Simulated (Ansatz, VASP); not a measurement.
# Zn in VASP and in Ansatz

```
Zn
1.0
     3.80714    0.00000    0.00000
     0.00000    3.80714    0.00000
     0.00000    0.00000    3.80714
Zn
4
Direct
  0.99999 0.99999 0.99999
  0.50001 0.00001 0.49999
  0.49999 0.50001 0.00001
  0.00001 0.49999 0.50001
```

Alike in both runs: functional PBE; k mesh 12 × 12 × 12; occupations gaussian, width 0.1 eV; no spin polarisation.

Ansatz relaxed the structure, and its values are those at the end. VASP's run is a single point on that final structure, the one shown.

|  | VASP | Ansatz |
| --- | --- | --- |
| version | VASP 6.6.1 | Ansatz 0.2.0 |
| potentials or method | VASP PAW PBE potentials, release 64 (Zn), cutoff 520 eV | scalar-relativistic, plane waves, PAW |
| valence electrons in the cell | 48 | 48 |

```csv
,VASP,Ansatz,Ansatz less VASP
gap on the k mesh at the Fermi level (eV),none,none,-
pressure (GPa),8.7,8.2,-0.46
```

A gap of «none» marks a metal or a gap that the smearing closes. With one functional, cell and mesh, what is left measures potentials, basis and numerics. Ansatz's warnings: stress scf threshold loose.
